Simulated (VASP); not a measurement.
# Ti36H (a cell with a defect) in VASP: single point with PBE

Aim: the single point of Ti36H (a cell with a defect) with PBE.

Program: VASP 6.6.1. These are calculated values, not measurements. Logs are shortened: lines on timing, memory, paths and dates and some standing lists are left out, and cuts for length are marked.

## 1. The cell of the first run

The cell holds a defect, 37 atoms: a = 8.818 Å, b = 8.818 Å, c = 9.297 Å, α = 90.00°, β = 90.00°, γ = 120.00°.

## 2. Single point, PBE

Input file INCAR:

```
PREC = Accurate
ENCUT = 520
EDIFF = 1E-7
ISMEAR = 1
SIGMA = 0.1
LREAL = Auto
LASPH = True
NELM = 80
ALGO = Normal
ISIF = 2
LWAVE = False
LCHARG = False
GGA = PE
NBANDS = 240
```

Input file KPOINTS:

```
Automatic mesh
0
Gamma
  1 1 1
```

Input file POSCAR:

```
Ti36H
1.0
    8.8180724700      0.0000000900      0.0000000000
   -4.4090363100      7.6366747300      0.0000000000
    0.0000000000      0.0000000000      9.2970418600
Ti H
36 1
Direct
    0.1093587270      0.2207396609      0.1259188694
    0.2191775422      0.1015880613      0.3706036879
    0.1063025557      0.2193598719      0.6264765812
    0.2215329729      0.1121786655      0.8743973753
    0.1116283740      0.5551027299      0.1256747057
    0.2207218809      0.4470052871      0.3708751721
    0.1117596242      0.5546276540      0.6269297361
    0.2218107627      0.4433246275      0.8744465307
    0.1113423697      0.8880523565      0.1255373502
    0.2235119603      0.7766344894      0.3742283892
    0.1114517030      0.8890877548      0.6271243141
    0.2212125561      0.7772814988      0.8752572186
    0.4452892471      0.2214340691      0.1260919352
    0.5586373036      0.1091998781      0.3750382167
    0.4453215270      0.2211135107      0.6253035199
    0.5530927883      0.1121896611      0.8757378016
    0.4457987552      0.5569778877      0.1259481260
    0.5672640927      0.4490949360      0.3705124761
    0.4465627403      0.5590853494      0.6261243186
    0.5532348261      0.4437384163      0.8743661825
    0.4446208702      0.8887912868      0.1275706852
    0.5586188681      0.7799991698      0.3750695170
    0.4446342321      0.8891033336      0.6291638876
    0.5537724995      0.7762576199      0.8759041986
    0.7777579611      0.2220709916      0.1275469142
    0.8877751057      0.1091905770      0.3751039366
    0.7769948057      0.2216163435      0.6291476459
    0.8885063721      0.1112582308      0.8759896021
    0.7788694412      0.5554812899      0.1255001341
    0.8914441444      0.4444304674      0.3742895915
    0.7775544933      0.5550575453      0.6271791703
    0.8880894189      0.4440940645      0.8752904550
    0.7781216953      0.8882960411      0.1275360505
    0.8911667317      0.7770241800      0.3744066180
    0.7773320394      0.8886223612      0.6290678356
    0.8877504946      0.7776926647      0.8753584336
    0.3373846007      0.3319709244      0.4385486331
```

Potentials or basis: VASP PAW PBE potentials, release 64 (Ti_sv, H).

Command:

```
$ cat potpaw_PBE.64/Ti_sv/POTCAR potpaw_PBE.64/H/POTCAR > POTCAR
$ mpirun -np 1 vasp_gam > vasp.out
```

OUTCAR:

```text
PREC = Accurate
   ENCUT = 520
   EDIFF = 1E-7
   ISMEAR = 1
   LREAL = Auto
   LASPH = True
   NELM = 80
   ISIF = 2
   GGA = PE

 ion  position               nearest neighbor table
   1  0.109  0.221  0.126-   6 2.86  26 2.87   2 2.87  28 2.87   4 2.88   8 2.89
   2  0.219  0.102  0.371-  37 1.87   9 2.80  13 2.86   1 2.87  34 2.88  11 2.88  10 2.88
   3  0.106  0.219  0.626-  28 2.85   4 2.86   8 2.87  26 2.87  35 2.91  27 2.91
   4  0.222  0.112  0.874-  11 2.86   3 2.86  15 2.88   1 2.88   9 2.90  13 2.90   8 2.92
   5  0.112  0.555  0.126-   6 2.82  30 2.86  10 2.86  12 2.88   8 2.89  32 2.89
   6  0.221  0.447  0.371-  37 1.88   5 2.82  17 2.85   1 2.86  30 2.89  10 2.89   7 2.90
   7  0.112  0.555  0.627-   8 2.86  12 2.87  32 2.87  30 2.89  10 2.90   6 2.90
   8  0.222  0.443  0.874-   7 2.86   3 2.87  19 2.88   5 2.89   1 2.89  17 2.90   4 2.92  20 2.92

   9  0.111  0.888  0.126-   2 2.80  34 2.86  12 2.87  10 2.87  36 2.89   4 2.90
  10  0.224  0.777  0.374-  21 2.85   5 2.86   9 2.87   2 2.88   6 2.89   7 2.90  11 2.91  23 2.91

  11  0.111  0.889  0.627-  12 2.86   4 2.86  36 2.87   2 2.88  34 2.89  10 2.91
  12  0.221  0.777  0.875-  23 2.85  11 2.86   7 2.87   9 2.87   5 2.88  21 2.90
  13  0.445  0.221  0.126-   2 2.86  16 2.86  18 2.86  14 2.89  20 2.89   4 2.90
  14  0.559  0.109  0.375-  25 2.85  21 2.85  13 2.89  27 2.89  15 2.89  23 2.90  26 2.90  22 2.90

  15  0.445  0.221  0.625-  16 2.86  20 2.87   4 2.88  14 2.89
  16  0.553  0.112  0.876-  23 2.86  15 2.86  13 2.86  27 2.86  21 2.90  25 2.90
  17  0.446  0.557  0.126-   6 2.85  24 2.87  18 2.87  22 2.87  20 2.88   8 2.90
  18  0.567  0.449  0.371-  37 1.87  29 2.79  13 2.86  17 2.87  34 2.87  31 2.88  30 2.88
  19  0.447  0.559  0.626-  24 2.85  20 2.86   8 2.88  22 2.88  35 2.91  23 2.92
  20  0.553  0.444  0.874-  19 2.86  31 2.87  15 2.87  17 2.88  13 2.89  29 2.90   8 2.92
  21  0.445  0.889  0.128-  10 2.85  14 2.85  22 2.86  24 2.89  16 2.90  12 2.90
  22  0.559  0.780  0.375-  33 2.85  21 2.86  17 2.87  19 2.88  35 2.89  26 2.90  14 2.90  23 2.91

  23  0.445  0.889  0.629-  24 2.85  12 2.85  16 2.86  14 2.90  10 2.91  22 2.91  19 2.92
  24  0.554  0.776  0.876-  23 2.85  19 2.85  35 2.86  17 2.87  21 2.89  33 2.90
  25  0.778  0.222  0.128-  14 2.85  30 2.85  26 2.86  28 2.89  32 2.89  16 2.90
  26  0.888  0.109  0.375-  33 2.85  25 2.86   1 2.87   3 2.87  35 2.90  14 2.90  22 2.90  27 2.91

  27  0.777  0.222  0.629-  32 2.85  28 2.85  16 2.86  14 2.89  26 2.91   3 2.91  30 2.92
  28  0.889  0.111  0.876-  27 2.85   3 2.85  35 2.86   1 2.87  25 2.89  33 2.89
  29  0.779  0.555  0.126-  18 2.79  34 2.87  32 2.87  30 2.88  36 2.88  20 2.90
  30  0.891  0.444  0.374-  25 2.85   5 2.86  29 2.88  18 2.88   7 2.89   6 2.89  31 2.91  27 2.92

  31  0.778  0.555  0.627-  32 2.86  36 2.87  20 2.87  18 2.88  34 2.90  30 2.91
  32  0.888  0.444  0.875-  27 2.85  31 2.86   7 2.87  29 2.87   5 2.89  25 2.89
  33  0.778  0.888  0.128-  22 2.85  26 2.85  34 2.86  36 2.89  28 2.89  24 2.90
  34  0.891  0.777  0.374-   9 2.86  33 2.86  29 2.87  18 2.87   2 2.88  11 2.89  31 2.90
  35  0.777  0.889  0.629-  36 2.85  28 2.86  24 2.86  22 2.89  26 2.90   3 2.91  19 2.91
  36  0.888  0.778  0.875-  35 2.85  31 2.87  11 2.87  29 2.88  33 2.89   9 2.89
  37  0.337  0.332  0.439-  18 1.87   2 1.87   6 1.88

  LATTYP: Found a hexagonal cell.
 ALAT       =     8.8180724700
 C/A-ratio  =     1.0543167899

  Lattice vectors:

 A1 = (   8.8180724700,   0.0000000900,   0.0000000000)
 A2 = (  -4.4090363100,   7.6366747300,   0.0000000000)
 A3 = (   0.0000000000,   0.0000000000,   9.2970418600)

Analysis of symmetry for initial positions (statically):
=====================================================================
 Subroutine PRICEL returns:
 Original cell was already a primitive cell.

 Routine SETGRP: Setting up the symmetry group for a
 hexagonal supercell.

 Subroutine GETGRP returns: Found  1 space group operations
 (whereof  1 operations were pure point group operations)
 out of a pool of 24 trial point group operations.

The static configuration has the point symmetry C_1 .

Analysis of symmetry for dynamics (positions and initial velocities):
=====================================================================
 Subroutine PRICEL returns:
 Original cell was already a primitive cell.

 Routine SETGRP: Setting up the symmetry group for a
 hexagonal supercell.

 Subroutine GETGRP returns: Found  1 space group operations
 (whereof  1 operations were pure point group operations)
 out of a pool of 24 trial point group operations.

The dynamic configuration has the point symmetry C_1 .

 Subroutine INISYM returns: Found  1 space group operations
 (whereof  1 operations are pure point group operations),
 and found     1 'primitive' translations

----------------------------------------------------------------------------------------

                                     Primitive cell

  volume of cell :     626.0698

  direct lattice vectors                    reciprocal lattice vectors
     8.818072470  0.000000090  0.000000000     0.113403467  0.065473524  0.000000000
    -4.409036310  7.636674730  0.000000000    -0.000000001  0.130947046  0.000000000
     0.000000000  0.000000000  9.297041860     0.000000000  0.000000000  0.107561095

  length of vectors
     8.818072470  8.818072472  9.297041860     0.130947046  0.130947046  0.107561095

  position of ions in fractional coordinates (direct lattice)
     0.109358727  0.220739661  0.125918869
     0.219177542  0.101588061  0.370603688
     0.106302556  0.219359872  0.626476581
     0.221532973  0.112178665  0.874397375
     0.111628374  0.555102730  0.125674706
     0.220721881  0.447005287  0.370875172
[... 29 lines left out ...]
     0.887750495  0.777692665  0.875358434
     0.337384601  0.331970924  0.438548633

  ion indices of the primitive-cell ions
   primitive index   ion index
                 1           1
                 2           2
                 3           3
                 4           4
                 5           5
                 6           6
[... 29 lines left out ...]
                36          36
                37          37

----------------------------------------------------------------------------------------

 KPOINTS: Automatic mesh

Automatic generation of k-mesh.
 Grid dimensions read from file:
 generate k-points for:    1    1    1

 Generating k-lattice:

  Cartesian coordinates                     Fractional coordinates (reciprocal lattice)
     0.113403467  0.065473524  0.000000000     1.000000000  0.000000000  0.000000000
    -0.000000001  0.130947046  0.000000000     0.000000000  1.000000000  0.000000000
     0.000000000  0.000000000  0.107561095     0.000000000  0.000000000  1.000000000

  Length of vectors
     0.130947046  0.130947046  0.107561095

  Shift w.r.t. Gamma in fractional coordinates (k-lattice)
     0.000000000  0.000000000  0.000000000

 Subroutine IBZKPT returns following result:
 ===========================================

 Found      1 irreducible k-points:

 Following reciprocal coordinates:
            Coordinates               Weight
  0.000000  0.000000  0.000000      1.000000
   k-points           NKPTS =      1   k-points in BZ     NKDIM =      1   number of bands    NBANDS=    240
   number of dos      NEDOS =    301   number of ions     NIONS =     37
   total plane-waves  NPLWV = 343000
   dimension x,y,z NGX =    70 NGY =   70 NGZ =   70
   dimension x,y,z NGXF=   140 NGYF=  140 NGZF=  140
   ions per type =              36   1
   NGX,Y,Z   is equivalent  to a cutoff of  13.20, 13.20, 12.52 a.u.
   NGXF,Y,Z  is equivalent  to a cutoff of  26.39, 26.39, 25.03 a.u.
 SYSTEM =  unknown system
   PREC   = accura    normal or accurate (medium, high low for compatibility)
   ISTART =      0    job   : 0-new  1-cont  2-samecut
   ICHARG =      2    charge: 1-file 2-atom 10-const
   ISPIN  =      1    spin polarized calculation?
   LNONCOLLINEAR =      F non collinear calculations
   LSORBIT =      F    spin-orbit coupling
   LASPH  =      T    aspherical Exc in radial PAW
   ENCUT  =  520.0 eV  38.22 Ry    6.18 a.u.  16.40 16.40 17.29*2*pi/ulx,y,z
   NELM   =     80;   NELMIN=  2; NELMDL= -5     # of ELM steps
   EDIFF  = 0.1E-06   stopping-criterion for ELM
   LREAL  =      T    real-space projection
   EDIFFG = 0.1E-05   stopping-criterion for IOM
   NSW    =      0    number of steps for IOM
   IBRION =     -1    ionic relax: 0-MD 1-quasi-New 2-CG
   NFREE  =      0    steps in history (QN), initial steepest desc. (CG)
   ISIF   =      2    stress and relaxation
   ISYM   =      2    0-nonsym 1-usesym 2-fastsym
   POTIM  = 0.5000    time-step for ionic-motion
   TEBEG  =    0.0;   TEEND  =   0.0 temperature during run
   PSTRESS=    0.0 pullay stress
   NELECT =     433.0000    total number of electrons
   NUPDOWN=      -1.0000    fix difference up-down
   EMIN   =  10.00;   EMAX   =-10.00  energy-range for DOS
   EFERMI =   0.00;   METHOD = LEGACY
   ISMEAR =     1;   SIGMA  =   0.10  broadening in eV -4-tet -1-fermi 0-gaus
   EFERMI_NEDOS =   21; number of points for ismear=-14 and -15
   IALGO  =     38    algorithm
   IMIX   =      4    mixing-type and parameters
     AMIX     =   0.40;   BMIX     =  1.00
     AMIX_MAG =   1.60;   BMIX_MAG =  1.00
  volume/ion in A,a.u.               =      16.92       114.19
  Fermi-wavevector in a.u.,A,eV,Ry     =   1.447760  2.735870 28.517931  2.096009
  Thomas-Fermi vector in A             =   2.565678
   LORBIT       =      0    0 simple, 1 ext, 2 COOP (PROOUT), +10 PAW based schemes
   GGA     = PE    functional components
   LHFCALC =     F    Hartree Fock is set to
   AEXX    =    0.0000 exact exchange contribution
   IVDW    =     0    specifies the selected vdW correction
   LEPSILON=     F    determine dielectric tensor
   LRPA    =     F    only Hartree local field effects (RPA)
 non-spin polarized calculation
 Methfessel and Paxton  Order N= 1 SIGMA  =   0.10
  energy-cutoff  :      520.00
  volume of cell :      626.07
 maximum number of plane-waves:      8424
 NGX is ok and might be reduce to    70
   NGX = 33   NGY = 33   NGZ = 35

 number of electron     433.0000042 magnetization

 Free energy of the ion-electron system (eV)
  ---------------------------------------------------
  ext. energy  EPLUGINS =         0.00000000
  ---------------------------------------------------
  free energy    TOTEN  =      -286.82279238 eV

  energy without entropy =     -286.82842198  energy(sigma->0) =     -286.82466891

 E-fermi :   8.3527     XC(G=0): -11.5059

 val. band max:        8.3499575390   @ k =   0.0000   0.0000   0.0000
 cond. band min:       8.5041400428   @ k =   0.0000   0.0000   0.0000
 fundamental gap:      0.1541825039
 Fermi energy:         8.3526758996

 k-point     1 :       0.0000    0.0000    0.0000
  band No.  band energies     occupation
      1     -48.5056      2.00000
      2     -48.4561      2.00000
      3     -48.4518      2.00000
      4     -48.4493      2.00000
      5     -48.4236      2.00000
      6     -48.4134      2.00000
[... 220 lines left out ...]
    227       8.8971     -0.00000
    228       8.9016     -0.00000
 [bands above 228 left out]

------------------------ aborting loop because EDIFF is reached ----------------------------------------

  FORCE on cell =-STRESS in cart. coord.  units (eV):
  Direction    XX          YY          ZZ          XY          YZ          ZX
  --------------------------------------------------------------------------------------
  -------------------------------------------------------------------------------------
  Total       -1.0807746     -0.9424839     -6.8601099      0.3320007      0.0316713     -0.1604439
  in kB       -2.7658139     -2.4119138    -17.5557306      0.8496242      0.0810502     -0.4105925
  external PRESSURE =      -7.5778195 kB  Pullay stress =       0.0000000 kB

 VOLUME and BASIS-vectors are now :
 -----------------------------------------------------------------------------
  energy-cutoff  :      520.00
  volume of cell :      626.07
      direct lattice vectors                 reciprocal lattice vectors
     8.818072470  0.000000090  0.000000000     0.113403467  0.065473524  0.000000000
    -4.409036310  7.636674730  0.000000000    -0.000000001  0.130947046  0.000000000
     0.000000000  0.000000000  9.297041860     0.000000000  0.000000000  0.107561095

 POSITION                                       TOTAL-FORCE (eV/Angst)
 -----------------------------------------------------------------------------------
     -0.00892      1.68572      1.17067         0.027610      0.022424      0.003805
      1.48482      0.77580      3.44552        -0.006209     -0.022893     -0.115789
     -0.02978      1.67518      5.82438        -0.026544     -0.017991     -0.061817
      1.45889      0.85667      8.12931         0.006237      0.017942     -0.043753
     -1.46312      4.23914      1.16840        -0.010309      0.003864     -0.014700
     -0.02452      3.41363      3.44804        -0.038578      0.012055     -0.107858
[... 29 lines left out ...]
      4.39937      5.93899      8.13824         0.000665     -0.006671     -0.038869
      1.51141      2.53515      4.07720        -0.000179      0.000153      1.183505
 -----------------------------------------------------------------------------------
    total drift:                               -0.014421      0.025259      0.012644

  FREE ENERGIE OF THE ION-ELECTRON SYSTEM (eV)
  ---------------------------------------------------
  free  energy   TOTEN  =      -286.8227923791 eV

  energy  without entropy=     -286.8284219827  energy(sigma->0) =     -286.82466891
```

Wall time 9.1 min (1 thread of Intel Xeon Platinum 8259CL at 2.50GHz (Skylake/Cascade Lake), shared host); peak memory 0.73 GiB.

What came out:

- Free energy: -286.8228 eV
- Pressure: -0.8 GPa
- Largest force: 1.184 eV/Å
- Band gap on the k mesh: zero (an odd number of electrons rules out a gap without spin polarisation)

Forces in eV/Å, atoms in the order of the input:
```
Ti   0.028  0.022  0.004
Ti  -0.006 -0.023 -0.116
Ti  -0.027 -0.018 -0.062
Ti   0.006  0.018 -0.044
Ti  -0.010  0.004 -0.015
Ti  -0.039  0.012 -0.108
Ti   0.006 -0.002 -0.026
Ti   0.018 -0.007 -0.036
Ti   0.011 -0.014 -0.018
Ti  -0.012  0.004 -0.060
Ti   0.001 -0.002 -0.029
Ti  -0.009  0.002 -0.040
Ti   0.004 -0.003  0.002
Ti  -0.017  0.008 -0.042
Ti   0.013 -0.015 -0.056
Ti  -0.004  0.009 -0.028
Ti   0.007 -0.016 -0.001
Ti   0.018  0.014 -0.114
Ti   0.006  0.023 -0.060
Ti  -0.012 -0.003 -0.042
Ti  -0.005  0.000  0.004
Ti  -0.004  0.002 -0.045
Ti  -0.002  0.014  0.013
Ti   0.012 -0.012 -0.021
Ti   0.008  0.005  0.015
Ti  -0.006  0.005 -0.050
Ti  -0.003 -0.005  0.011
Ti   0.010  0.018 -0.021
Ti   0.020  0.001 -0.019
Ti  -0.008  0.000 -0.052
Ti  -0.001 -0.004 -0.027
Ti  -0.008 -0.005 -0.030
Ti   0.012 -0.009  0.003
Ti  -0.003 -0.009 -0.054
Ti  -0.007 -0.007  0.019
Ti   0.001 -0.007 -0.039
H    0.000  0.000  1.184
```

Caveat: the k points lie up to 0.82 Å⁻¹ apart, too coarse for converged energies and pressures of a metal.

The gap in the log of VASP goes by the Fermi energy; the results here count the filled bands.